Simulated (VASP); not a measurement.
# CoO (Fm-3m) in VASP: notebook

CoO is run at these levels: LDA+U; tasks: single point.

Program: VASP 6.6.1. These are calculated values, not measurements. Logs are shortened: lines on timing, memory, paths and dates and some standing lists are left out, and cuts for length are marked.

## (1) The cell of the first run

The structure is cubic, space group Fm-3m (No. 225). Conventional cell: a = 4.263 Å, b = 4.263 Å, c = 4.263 Å, α = 90.00°, β = 90.00°, γ = 90.00°. Within 2.8 Å of Co (site symmetry m-3m) lie 6 O at 2.13 Å. Within 2.8 Å of O (site symmetry m-3m) lie 6 Co at 2.13 Å.

## (2) Single point, LDA+U, collinear spin, ferromagnetic start

INCAR reads:

```
SYSTEM = CoO
PREC = Accurate
ENCUT = 520
EDIFF = 1E-6
ISMEAR = 0
SIGMA = 0.05
LREAL = .False.
LASPH = .True.
NELM = 150
ALGO = Normal
ISIF = 2
LWAVE = .False.
LCHARG = .False.
ISPIN = 2
MAGMOM = 3 0
LORBIT = 11
LMAXMIX = 4
LDAU = .True.
LDAUTYPE = 2
LDAUL = 2 -1
LDAUU = 4 0
LDAUJ = 0 0
LDAUPRINT = 1
NBANDS = 18
```

KPOINTS reads:

```
regular mesh
0
Gamma
  8 8 8
  0 0 0
```

POSCAR reads:

```
CoO
1.0
    0.0000000000      2.1315016600      2.1315016600
    2.1315016600      0.0000000000      2.1315016600
    2.1315016600      2.1315016600      0.0000000000
Co O
1 1
Direct
    0.0000000000      0.0000000000      0.0000000000
    0.5000000000      0.5000000000      0.5000000000
```

Potentials or basis: VASP PAW LDA potentials, release 64 (Co, O).

Launch:

```bash
cat potpaw_LDA.64/Co/POTCAR potpaw_LDA.64/O/POTCAR > POTCAR
mpirun -np 1 vasp_std > vasp.out
```

OUTCAR:

```text
SYSTEM = CoO
   PREC = Accurate
   ENCUT = 520
   EDIFF = 1E-6
   ISMEAR = 0
   LREAL = .False.
   LASPH = .True.
   NELM = 150
   ISIF = 2
   ISPIN = 2
   LORBIT = 11

 ion  position               nearest neighbor table
   1  0.000  0.000  0.000-   2 2.13   2 2.13   2 2.13   2 2.13   2 2.13   2 2.13
   2  0.500  0.500  0.500-   1 2.13   1 2.13   1 2.13   1 2.13   1 2.13   1 2.13

  LATTYP: Found a face centered cubic cell.
 ALAT       =     4.2630033200

  Lattice vectors:

 A1 = (   0.0000000000,   2.1315016600,   2.1315016600)
 A2 = (   2.1315016600,   0.0000000000,   2.1315016600)
 A3 = (   2.1315016600,   2.1315016600,   0.0000000000)

Analysis of symmetry for initial positions (statically):
=====================================================================
 Subroutine PRICEL returns:
 Original cell was already a primitive cell.

 Routine SETGRP: Setting up the symmetry group for a
 face centered cubic supercell.

 Subroutine GETGRP returns: Found 48 space group operations
 (whereof 48 operations were pure point group operations)
 out of a pool of 48 trial point group operations.

The static configuration has the point symmetry O_h .

Analysis of symmetry for dynamics (positions and initial velocities):
=====================================================================
 Subroutine PRICEL returns:
 Original cell was already a primitive cell.

 Routine SETGRP: Setting up the symmetry group for a
 face centered cubic supercell.

 Subroutine GETGRP returns: Found 48 space group operations
 (whereof 48 operations were pure point group operations)
 out of a pool of 48 trial point group operations.

The dynamic configuration has the point symmetry O_h .

Analysis of structural, dynamic, and magnetic symmetry:
=====================================================================
 Subroutine PRICEL returns:
 Original cell was already a primitive cell.

 Routine SETGRP: Setting up the symmetry group for a
 face centered cubic supercell.

 Subroutine GETGRP returns: Found 48 space group operations
 (whereof 48 operations were pure point group operations)
 out of a pool of 48 trial point group operations.

The overall configuration has the point symmetry O_h .

 Subroutine INISYM returns: Found 48 space group operations
 (whereof 48 operations are pure point group operations),
 and found     1 'primitive' translations

----------------------------------------------------------------------------------------

                                     Primitive cell

  volume of cell :      19.3681

  direct lattice vectors                    reciprocal lattice vectors
     0.000000000  2.131501660  2.131501660    -0.234576407  0.234576407  0.234576407
     2.131501660  0.000000000  2.131501660     0.234576407 -0.234576407  0.234576407
     2.131501660  2.131501660  0.000000000     0.234576407  0.234576407 -0.234576407

  length of vectors
     3.014398556  3.014398556  3.014398556     0.406298254  0.406298254  0.406298254

  position of ions in fractional coordinates (direct lattice)
     0.000000000  0.000000000  0.000000000
     0.500000000  0.500000000  0.500000000

  ion indices of the primitive-cell ions
   primitive index   ion index
                 1           1
                 2           2

----------------------------------------------------------------------------------------

 KPOINTS: regular mesh

Automatic generation of k-mesh.
 Grid dimensions read from file:
 generate k-points for:    8    8    8

 Generating k-lattice:

  Cartesian coordinates                     Fractional coordinates (reciprocal lattice)
    -0.029322051  0.029322051  0.029322051     0.125000000  0.000000000  0.000000000
     0.029322051 -0.029322051  0.029322051     0.000000000  0.125000000  0.000000000
[... 58 lines left out ...]
   EDIFF  = 0.1E-05   stopping-criterion for ELM
   LREAL  =      F    real-space projection
   EDIFFG = 0.1E-04   stopping-criterion for IOM
   NSW    =      0    number of steps for IOM
   IBRION =     -1    ionic relax: 0-MD 1-quasi-New 2-CG
   NFREE  =      0    steps in history (QN), initial steepest desc. (CG)
   ISIF   =      2    stress and relaxation
   ISYM   =      2    0-nonsym 1-usesym 2-fastsym
   POTIM  = 0.5000    time-step for ionic-motion
   TEBEG  =    0.0;   TEEND  =   0.0 temperature during run
   PSTRESS=    0.0 pullay stress
   NELECT =      15.0000    total number of electrons
   NUPDOWN=      -1.0000    fix difference up-down
   EMIN   =  10.00;   EMAX   =-10.00  energy-range for DOS
   EFERMI =   0.00;   METHOD = LEGACY
   ISMEAR =     0;   SIGMA  =   0.05  broadening in eV -4-tet -1-fermi 0-gaus
   EFERMI_NEDOS =   21; number of points for ismear=-14 and -15
   IALGO  =     38    algorithm
   IMIX   =      4    mixing-type and parameters
     AMIX     =   0.40;   BMIX     =  1.00
     AMIX_MAG =   1.60;   BMIX_MAG =  1.00
  volume/ion in A,a.u.               =       9.68        65.35
  Fermi-wavevector in a.u.,A,eV,Ry     =   1.503406  2.841025 30.752286  2.260229
  Thomas-Fermi vector in A             =   2.614520
   LORBIT       =     11    0 simple, 1 ext, 2 COOP (PROOUT), +10 PAW based schemes
 LDA+U is selected, type is set to LDAUTYPE =  2
   angular momentum for each species LDAUL =     2   -1
   U (eV)           for each species LDAUU =   4.0  0.0
   J (eV)           for each species LDAUJ =   0.0  0.0
   GGA     = CA    functional components
   LHFCALC =     F    Hartree Fock is set to
   AEXX    =    0.0000 exact exchange contribution
   IVDW    =     0    specifies the selected vdW correction
   LEPSILON=     F    determine dielectric tensor
   LRPA    =     F    only Hartree local field effects (RPA)
 spin polarized calculation
 Gauss-broadening in eV      SIGMA  =   0.05
  energy-cutoff  :      520.00
  volume of cell :       19.37
 maximum number of plane-waves:       544
 NGX is ok and might be reduce to    24
   NGX = 11   NGY = 11   NGZ = 11

atom =   1  type =  1  l = 2

 onsite density matrix

spin component  1

  0.9688  0.0000 -0.0000 -0.0000  0.0000
  0.0000  0.9688  0.0000 -0.0000 -0.0000
 -0.0000  0.0000  1.0146 -0.0000  0.0000
 -0.0000 -0.0000 -0.0000  0.9688 -0.0000
  0.0000 -0.0000  0.0000 -0.0000  1.0146

spin component  2

  0.6545  0.0000 -0.0000  0.0000  0.0000
  0.0000  0.6545 -0.0000 -0.0000  0.0000
 -0.0000 -0.0000  0.1458 -0.0000 -0.0000
  0.0000 -0.0000 -0.0000  0.6545  0.0000
  0.0000  0.0000 -0.0000  0.0000  0.1458

 occupancies and eigenvectors

  o =  0.1458  v =  0.0000  0.0000  0.0000  0.0000  0.0000  0.0000  0.0000 -0.0049  0.0000 -1.0000      0.0000  0.0000  0.0000  0.0000  0.0000  0.0000  0.0000  0.0000  0.0000  0.0000
  o =  0.1458  v =  0.0000  0.0000  0.0000  0.0000  0.0000  0.0000  0.0000 -1.0000 -0.0000  0.0049      0.0000  0.0000  0.0000  0.0000  0.0000  0.0000  0.0000  0.0000  0.0000  0.0000
  o =  0.6545  v =  0.0000  0.0000  0.0000  0.0000  0.0000  0.0000 -0.2935 -0.0000  0.9560  0.0000      0.0000  0.0000  0.0000  0.0000  0.0000  0.0000  0.0000  0.0000  0.0000  0.0000
  o =  0.6545  v =  0.0000  0.0000  0.0000  0.0000  0.0000  0.0000 -0.9560  0.0000 -0.2935 -0.0000      0.0000  0.0000  0.0000  0.0000  0.0000  0.0000  0.0000  0.0000  0.0000  0.0000
  o =  0.6545  v =  0.0000  0.0000  0.0000  0.0000  0.0000  1.0000  0.0000  0.0000  0.0000  0.0000      0.0000  0.0000  0.0000  0.0000  0.0000  0.0000  0.0000  0.0000  0.0000  0.0000
  o =  0.9688  v =  1.0000  0.0000  0.0000  0.0000  0.0000  0.0000  0.0000  0.0000  0.0000  0.0000      0.0000  0.0000  0.0000  0.0000  0.0000  0.0000  0.0000  0.0000  0.0000  0.0000
  o =  0.9688  v =  0.0000  0.8015 -0.0000 -0.5980 -0.0000  0.0000  0.0000  0.0000  0.0000  0.0000      0.0000  0.0000  0.0000  0.0000  0.0000  0.0000  0.0000  0.0000  0.0000  0.0000
  o =  0.9688  v =  0.0000 -0.5980  0.0000 -0.8015  0.0000  0.0000  0.0000  0.0000  0.0000  0.0000      0.0000  0.0000  0.0000  0.0000  0.0000  0.0000  0.0000  0.0000  0.0000  0.0000
  o =  1.0146  v =  0.0000 -0.0000 -1.0000  0.0000  0.0038  0.0000  0.0000  0.0000  0.0000  0.0000      0.0000  0.0000  0.0000  0.0000  0.0000  0.0000  0.0000  0.0000  0.0000  0.0000
  o =  1.0146  v =  0.0000 -0.0000 -0.0038 -0.0000 -1.0000  0.0000  0.0000  0.0000  0.0000  0.0000      0.0000  0.0000  0.0000  0.0000  0.0000  0.0000  0.0000  0.0000  0.0000  0.0000

 number of electron      15.0000007 magnetization       2.9984342

 Free energy of the ion-electron system (eV)
  ---------------------------------------------------
  ext. energy  EPLUGINS =         0.00000000
  ---------------------------------------------------
  free energy    TOTEN  =       -12.45376305 eV

  energy without entropy =      -12.44790898  energy(sigma->0) =      -12.45083601

 E-fermi :   6.9773     XC(G=0): -12.8596

 val. band max:        6.9750719073   @ k =  -0.3750   0.5000   0.1250
 cond. band min:       6.9963796358   @ k =   0.3750   0.2500   0.1250
 fundamental gap:      0.0213077285
 Fermi energy:         6.9773394382

 spin component 1

 k-point     1 :       0.0000    0.0000    0.0000
  band No.  band energies     occupation
      1     -12.2186      1.00000
      2       2.2566      1.00000
      3       2.2566      1.00000
      4       2.6079      1.00000
      5       2.6079      1.00000
      6       2.6079      1.00000
[... 1001 lines left out ...]
     17      35.7517      0.00000
     18      37.3968      0.00000

 [... further k-points ...]
[... 5 lines left out ...]
  --------------------------------------------------------------------------------------
  -------------------------------------------------------------------------------------
  Total       -2.3468349     -2.3468349     -2.3468349      0.0000000      0.0000000      0.0000000
  in kB     -194.1360118   -194.1360118   -194.1360118      0.0000000      0.0000000      0.0000000
  external PRESSURE =    -194.1360118 kB  Pullay stress =       0.0000000 kB

 VOLUME and BASIS-vectors are now :
 -----------------------------------------------------------------------------
  energy-cutoff  :      520.00
  volume of cell :       19.37
      direct lattice vectors                 reciprocal lattice vectors
     0.000000000  2.131501660  2.131501660    -0.234576407  0.234576407  0.234576407
     2.131501660  0.000000000  2.131501660     0.234576407 -0.234576407  0.234576407
     2.131501660  2.131501660  0.000000000     0.234576407  0.234576407 -0.234576407

 POSITION                                       TOTAL-FORCE (eV/Angst)
 -----------------------------------------------------------------------------------
      0.00000      0.00000      0.00000         0.000000     -0.000000      0.000000
      2.13150      2.13150      2.13150         0.000000      0.000000      0.000000
 -----------------------------------------------------------------------------------
    total drift:                                0.000000     -0.000000     -0.000000

  FREE ENERGIE OF THE ION-ELECTRON SYSTEM (eV)
  ---------------------------------------------------
  free  energy   TOTEN  =       -12.4537630530 eV

  energy  without entropy=      -12.4479089754  energy(sigma->0) =      -12.45083601

 total charge

# of ion       s       p       d       tot
------------------------------------------
    1        0.302   0.367   7.165   7.833
    2        1.539   3.417   0.000   4.957
--------------------------------------------------
tot          1.841   3.784   7.165  12.790

 magnetization (x)

# of ion       s       p       d       tot
------------------------------------------
    1        0.019   0.018   2.679   2.716
    2        0.023   0.242   0.000   0.265
--------------------------------------------------
tot          0.042   0.260   2.679   2.981
```

It took 21 s on 1 thread of Intel Xeon 8259CL, shared host; peak memory 0.14 GiB.

What came out:

```
Free energy                                           : -12.4538 eV
Pressure                                              : -19.4 GPa
Band gap on the k mesh                                : zero (filled and empty bands overlap)
Net moment                                            : 3.00 μB per cell
Site moments                                          : Co +2.72; O +0.27 μB
Valence electrons inside the program's atomic spheres : Co 7.83; O 4.96
```

Eigenvalues of the final occupation matrices:
```csv
site,spin,trace,eigenvalues
site 1 d,1,4.94,0.97 0.97 0.97 1.01 1.01
site 1 d,2,2.26,0.15 0.15 0.65 0.65 0.65
```

Caveat: a cell with one magnetic atom can't hold antiferromagnetic order, which such compounds often take. The state reached can hang on the start; a lower one may exist.

(Part 1 of 2 ends here.)
